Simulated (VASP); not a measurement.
# Cu (Fm-3m) in VASP: notebook, part 2 of 3

VASP 6.6.1. Earlier steps stand in the parts before.

**3. Single point, HSE06**

POSCAR reads:

```
Cu
1.0
    0.0000000000      1.7652487196      1.7652487196
    1.7652487196      0.0000000000      1.7652487196
    1.7652487196      1.7652487196      0.0000000000
Cu
1
Direct
    0.0000000000      0.0000000000      0.0000000000
```

INCAR.step1 reads:

```
ALGO = Normal ; EDIFF = 1E-5
ENCUT = 520 ; GGA = PE
ISIF = 2 ; ISMEAR = -1
LASPH = True ; LREAL = False
LWAVE = True ; NBANDS = 12
NELM = 60 ; PREC = Accurate
SIGMA = 0.1
```

INCAR.step2 reads:

```
ALGO = Normal ; EDIFF = 1E-6
ENCUT = 520 ; GGA = PE
HFSCREEN = 0.2079 ; ISIF = 2
ISMEAR = -1 ; ISTART = 1
LASPH = True ; LCHARG = True
LELF = True ; LHFCALC = True
LREAL = False ; LVHAR = True
LWAVE = False ; NBANDS = 12
NELM = 60 ; PREC = Accurate
PRECFOCK = Normal ; SIGMA = 0.1
```

KPOINTS reads:

```
k-points
0
Gamma
  6 6 6
```

Potentials or basis: VASP PAW PBE potentials, release 64 (Cu).

On the command line:

```sh
$ cat potpaw_PBE.64/Cu/POTCAR > POTCAR
$ cp INCAR.step1 INCAR
$ mpirun -np 1 vasp_std > vasp.out
$ cp INCAR.step2 INCAR
$ mpirun -np 1 vasp_std > vasp.out
```

OUTCAR:

```text
EDIFF = 1E-6
   ENCUT = 520
   GGA = PE
   HFSCREEN = 0.2079
   ISIF = 2
   ISMEAR = -1
   ISTART = 1
   LASPH = True
   LHFCALC = True
   LREAL = False
   NELM = 60
   PREC = Accurate
   PRECFOCK = Normal

 ion  position               nearest neighbor table
   1  0.000  0.000  0.000-

  LATTYP: Found a face centered cubic cell.
 ALAT       =     3.5304974392

  Lattice vectors:

 A1 = (   0.0000000000,   1.7652487196,   1.7652487196)
 A2 = (   1.7652487196,   0.0000000000,   1.7652487196)
 A3 = (   1.7652487196,   1.7652487196,   0.0000000000)

Analysis of symmetry for initial positions (statically):
=====================================================================
 Subroutine PRICEL returns:
 Original cell was already a primitive cell.

 Routine SETGRP: Setting up the symmetry group for a
 face centered cubic supercell.

 Subroutine GETGRP returns: Found 48 space group operations
 (whereof 48 operations were pure point group operations)
 out of a pool of 48 trial point group operations.

The static configuration has the point symmetry O_h .

Analysis of symmetry for dynamics (positions and initial velocities):
=====================================================================
 Subroutine PRICEL returns:
 Original cell was already a primitive cell.

 Routine SETGRP: Setting up the symmetry group for a
 face centered cubic supercell.

 Subroutine GETGRP returns: Found 48 space group operations
 (whereof 48 operations were pure point group operations)
 out of a pool of 48 trial point group operations.

The dynamic configuration has the point symmetry O_h .

 Subroutine INISYM returns: Found 48 space group operations
 (whereof 48 operations are pure point group operations),
 and found     1 'primitive' translations

----------------------------------------------------------------------------------------

                                     Primitive cell

  volume of cell :      11.0014

  direct lattice vectors                    reciprocal lattice vectors
     0.000000000  1.765248720  1.765248720    -0.283246205  0.283246205  0.283246205
     1.765248720  0.000000000  1.765248720     0.283246205 -0.283246205  0.283246205
     1.765248720  1.765248720  0.000000000     0.283246205  0.283246205 -0.283246205

  length of vectors
     2.496438680  2.496438680  2.496438680     0.490596817  0.490596817  0.490596817

  position of ions in fractional coordinates (direct lattice)
     0.000000000  0.000000000  0.000000000

  ion indices of the primitive-cell ions
   primitive index   ion index
                 1           1

----------------------------------------------------------------------------------------

 KPOINTS: k-points

Automatic generation of k-mesh.
[... 28 lines left out ...]
  0.333333  0.166667  0.000000     24.000000
[... 8 lines left out ...]
 -0.333333  0.333333  0.166667     24.000000
 -0.333333  0.500000  0.166667     12.000000
   k-points           NKPTS =     16   k-points in BZ     NKDIM =    216   number of bands    NBANDS=     12
   number of dos      NEDOS =    301   number of ions     NIONS =      1
   total plane-waves  NPLWV =   8000
   dimension x,y,z NGX =    20 NGY =   20 NGZ =   20
   dimension x,y,z NGXF=    40 NGYF=   40 NGZF=   40
   ions per type =               1
   NGX,Y,Z   is equivalent  to a cutoff of  13.32, 13.32, 13.32 a.u.
   NGXF,Y,Z  is equivalent  to a cutoff of  26.64, 26.64, 26.64 a.u.
 SYSTEM =  unknown system
   PREC   = accura    normal or accurate (medium, high low for compatibility)
   ISTART =      1    job   : 0-new  1-cont  2-samecut
   ICHARG =      0    charge: 1-file 2-atom 10-const
   ISPIN  =      1    spin polarized calculation?
   LNONCOLLINEAR =      F non collinear calculations
   LSORBIT =      F    spin-orbit coupling
   LASPH  =      T    aspherical Exc in radial PAW
   ENCUT  =  520.0 eV  38.22 Ry    6.18 a.u.   4.64  4.64  4.64*2*pi/ulx,y,z
   NELM   =     60;   NELMIN=  2; NELMDL=  0     # of ELM steps
   EDIFF  = 0.1E-05   stopping-criterion for ELM
   LREAL  =      F    real-space projection
   EDIFFG = 0.1E-04   stopping-criterion for IOM
   NSW    =      0    number of steps for IOM
   IBRION =     -1    ionic relax: 0-MD 1-quasi-New 2-CG
   NFREE  =      0    steps in history (QN), initial steepest desc. (CG)
   ISIF   =      2    stress and relaxation
   ISYM   =      3    0-nonsym 1-usesym 2-fastsym
   POTIM  = 0.5000    time-step for ionic-motion
   TEBEG  =    0.0;   TEEND  =   0.0 temperature during run
   PSTRESS=    0.0 pullay stress
   NELECT =      11.0000    total number of electrons
   NUPDOWN=      -1.0000    fix difference up-down
   EMIN   =  10.00;   EMAX   =-10.00  energy-range for DOS
   EFERMI =   0.00;   METHOD = LEGACY
   ISMEAR =    -1;   SIGMA  =   0.10  broadening in eV -4-tet -1-fermi 0-gaus
   EFERMI_NEDOS =   21; number of points for ismear=-14 and -15
   IALGO  =     38    algorithm
   IMIX   =      1    mixing-type and parameters
     AMIX     =   0.40;   BMIX     =  1.00
     AMIX_MAG =   1.60;   BMIX_MAG =  1.00
  volume/ion in A,a.u.               =      11.00        74.24
  Fermi-wavevector in a.u.,A,eV,Ry     =   1.637029  3.093537 36.461782  2.679865
  Thomas-Fermi vector in A             =   2.728237
   LORBIT       =      0    0 simple, 1 ext, 2 COOP (PROOUT), +10 PAW based schemes
   GGA     = PE    functional components
   LHFCALC =     T    Hartree Fock is set to
   PRECFOCK=normal    Normal, Fast or Accurate (Low or Medium for compatibility)
   ENCUT4O =  -1.0   cutoff for four orbital integrals eV
   NKREDX  =     1    reduce k-point grid by
   NKREDY  =     1    reduce k-point grid by
   NKREDZ  =     1    reduce k-point grid by
   AEXX    =    0.2500 exact exchange contribution
   HFSCREEN=    0.2079 screening length (either q_TF or 0.3 A-1)
   HFSCREENC=   0.2079 screening length for correlation (either q_TF or 0.3 A-1)
   ENCUTFOCK=  -1.0 apply spherical cutoff to Coloumb kernel
   IVDW    =     0    specifies the selected vdW correction
   LEPSILON=     F    determine dielectric tensor
   LRPA    =     F    only Hartree local field effects (RPA)
 non-spin polarized calculation
  energy-cutoff  :      520.00
  volume of cell :       11.00
 maximum number of plane-waves:       307
 NGX is ok and might be reduce to    20
  NGX = 14; NGY = 14; NGZ = 14

 number of electron      11.0000005 magnetization

 Free energy of the ion-electron system (eV)
  ---------------------------------------------------
  ext. energy  EPLUGINS =         0.00000000
  ---------------------------------------------------
  free energy    TOTEN  =        -3.52932958 eV

  energy without entropy =       -3.51371827  energy(sigma->0) =       -3.52152392

 E-fermi :   7.9843     XC(G=0): -10.6308

 val. band max:        7.9311429669   @ k =   0.5000   0.3333   0.1667
 cond. band min:       8.6796233349   @ k =   0.5000   0.1667   0.0000
 fundamental gap:      0.7484803679
 Fermi energy:         7.9843139903

 k-point     1 :       0.0000    0.0000    0.0000
  band No.  band energies     occupation
      1      -2.6983      2.00000
      2       3.5356      2.00000
      3       3.5356      2.00000
      4       3.5356      2.00000
      5       4.4546      2.00000
      6       4.4546      2.00000
      7      32.6532      0.00000
      8      36.2021      0.00000
      9      36.2021      0.00000
     10      36.2021      0.00000
     11      38.9519      0.00000
     12      38.9519      0.00000
[... 211 lines left out ...]
 k-point    16 :      -0.3333    0.5000    0.1667
  band No.  band energies     occupation
      1       1.9608      2.00000
      2       2.3825      2.00000
      3       3.9164      2.00000
      4       4.6813      2.00000
      5       5.4914      2.00000
      6      13.0914      0.00000
      7      17.3658      0.00000
      8      18.4065      0.00000
      9      20.0946      0.00000
     10      34.3818      0.00000
     11      37.5638      0.00000
     12      44.5913      0.00000

------------------------ aborting loop because EDIFF is reached ----------------------------------------

  FORCE on cell =-STRESS in cart. coord.  units (eV):
  Direction    XX          YY          ZZ          XY          YZ          ZX
  --------------------------------------------------------------------------------------
  -------------------------------------------------------------------------------------
  Total        1.0381552      1.0381552      1.0381552     -0.0000000     -0.0000000      0.0000000
  in kB      151.1907234    151.1907234    151.1907234     -0.0000000     -0.0000000      0.0000000
  external PRESSURE =     151.1907234 kB  Pullay stress =       0.0000000 kB

 VOLUME and BASIS-vectors are now :
 -----------------------------------------------------------------------------
  energy-cutoff  :      520.00
  volume of cell :       11.00
      direct lattice vectors                 reciprocal lattice vectors
     0.000000000  1.765248720  1.765248720    -0.283246205  0.283246205  0.283246205
     1.765248720  0.000000000  1.765248720     0.283246205 -0.283246205  0.283246205
     1.765248720  1.765248720  0.000000000     0.283246205  0.283246205 -0.283246205

 POSITION                                       TOTAL-FORCE (eV/Angst)
 -----------------------------------------------------------------------------------
      0.00000      0.00000      0.00000         0.000000      0.000000     -0.000000
 -----------------------------------------------------------------------------------
    total drift:                               -0.000001     -0.000001     -0.000001

  FREE ENERGIE OF THE ION-ELECTRON SYSTEM (eV)
  ---------------------------------------------------
  free  energy   TOTEN  =        -3.5293295813 eV

  energy  without entropy=       -3.5137182682  energy(sigma->0) =       -3.52152392
```

OUTCAR.step1:

```text
EDIFF = 1E-5
   ENCUT = 520
   GGA = PE
   ISIF = 2
   ISMEAR = -1
   LASPH = True
[... 444 lines left out ...]

 POSITION                                       TOTAL-FORCE (eV/Angst)
 -----------------------------------------------------------------------------------
      0.00000      0.00000      0.00000         0.000000      0.000000     -0.000000
 -----------------------------------------------------------------------------------
    total drift:                               -0.000000     -0.000000     -0.000000

  FREE ENERGIE OF THE ION-ELECTRON SYSTEM (eV)
  ---------------------------------------------------
  free  energy   TOTEN  =        -3.6269079442 eV

  energy  without entropy=       -3.6085522640  energy(sigma->0) =       -3.61773010
```

OSZICAR.step1:

```text
N       E                     dE             d eps       ncg     rms          rms(c)
DAV:   1     0.398822880389E+02    0.39882E+02   -0.54323E+03   440   0.154E+03
DAV:   2    -0.337827918446E+01   -0.43261E+02   -0.39910E+02   388   0.201E+02
DAV:   3    -0.454606553351E+01   -0.11678E+01   -0.11639E+01   460   0.379E+01
DAV:   4    -0.455350191480E+01   -0.74364E-02   -0.74354E-02   436   0.263E+00
DAV:   5    -0.455357022799E+01   -0.68313E-04   -0.68313E-04   460   0.258E-01    0.785E+00
DAV:   6    -0.396854370640E+01    0.58503E+00   -0.13659E+01   452   0.710E+01    0.357E+00
DAV:   7    -0.364172685590E+01    0.32682E+00   -0.20381E+00   452   0.272E+01    0.624E-01
DAV:   8    -0.362853681999E+01    0.13190E-01   -0.37872E-03   452   0.908E-01    0.304E-01
DAV:   9    -0.362690142625E+01    0.16354E-02   -0.92174E-03   468   0.169E+00    0.237E-02
DAV:  10    -0.362690794418E+01   -0.65179E-05   -0.20975E-05   412   0.675E-02
   1 F= -.36269079E+01 E0= -.36177301E+01  d E =-.183557E-01
```

It took 4.8 min on 1 thread of AMD EPYC 7R13 (Zen 3), shared host; peak memory 0.19 GiB.

Results:

| Property | Result |
| --- | --- |
| Free energy | -3.5293 eV |
| Pressure | 15.1 GPa |
| Band gap on the k mesh | zero (an odd number of electrons rules out a gap without spin polarisation) |

Caveat: the k points lie up to 0.51 Å⁻¹ apart, too coarse for converged energies and pressures of a metal; the PAW data sets were made with another functional, which shifts forces and pressure a little.

[end of part 2 of 3]
